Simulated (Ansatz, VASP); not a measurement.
## One calculation of TePb, two programs

The input INCAR:

```
SYSTEM = TePb
PREC = Accurate
ENCUT = 500
EDIFF = 1E-7
ISMEAR = 0
SIGMA = 0.1
LREAL = .False.
LASPH = .True.
NELM = 120
ALGO = Normal
ISIF = 3
LWAVE = .False.
LCHARG = .False.
GGA = PE
IBRION = 2
NSW = 90
EDIFFG = -0.04
GGA_COMPAT = .False.
NELMIN = 4
```

The input KPOINTS:

```
regular mesh
0
Gamma
  4 4 4
  0 0 0
```

The input POSCAR:

```
TePb
1.0
    2.3660622098     -6.2428871142      0.0000000000
    2.3660622098      6.2428871142      0.0000000000
    0.0000000000      0.0000000000      4.7001506059
Te Pb
2 2
Direct
    0.8540000000      0.1460000000      0.7500000000
    0.1460000000      0.8540000000      0.2500000000
    0.5500000000      0.4500000000      0.7500000000
    0.4500000000      0.5500000000      0.2500000000
```

Input for Ansatz:

```yaml
crystal:
  lattice:
    - [2.3660622098, -6.2428871142, 0.0]
    - [2.3660622098, 6.2428871142, 0.0]
    - [0.0, 0.0, 4.7001506059]
  atoms:
    - { symbol: Te, position: [0.854, 0.146, 0.75] }
    - { symbol: Te, position: [0.146, 0.854, 0.25] }
    - { symbol: Pb, position: [0.55, 0.45, 0.75] }
    - { symbol: Pb, position: [0.45, 0.55, 0.25] }
basis:
  ecutwfc: 420
kpoints:
  mp_grid: { grid: [4, 4, 4] }
hamiltonian:
  xc: pbe
scf:
  occupations: { method: gaussian, width: 0.1 }
  lower_state_search: "off"
output:
  forces: true
  stress: true
  eigenvalues: true
relax:
  adjacent_minimum: "off"
  f_tol: 0.04
  max_steps: 70
  cell: { stress_tol: 0.4 }
```

Alike in both runs: task relaxation of cell and atoms; functional PBE; k mesh 4 × 4 × 4; occupations gaussian, width 0.1 eV; no spin polarisation.

|  | VASP | Ansatz |
| --- | --- | --- |
| version | VASP 6.6.1 | Ansatz 0.2.0 |
| potentials or method | VASP PAW PBE potentials, release 64 (Te, Pb_d), cutoff 500 eV | scalar-relativistic, plane waves, PAW |
| valence electrons in the cell | 40 | 60 |

Ansatz gave:

* gap on the k mesh at the Fermi level, each at its own relaxed structure (eV): 1.09
* relaxed volume (Å³/atom): 35.50
* relaxed cell length with the largest relative difference (Å): 6.890

Q: Estimate VASP's values.

A: gap on the k mesh at the Fermi level, each at its own relaxed structure (eV): 1.05; relaxed volume (Å³/atom): 35.80; relaxed cell length with the largest relative difference (Å): 6.957.

VASP's potentials hold 40 valence electrons a cell and Ansatz's 60, so a difference there can come from the potentials and not from the codes.

Spin-orbit coupling is off throughout.
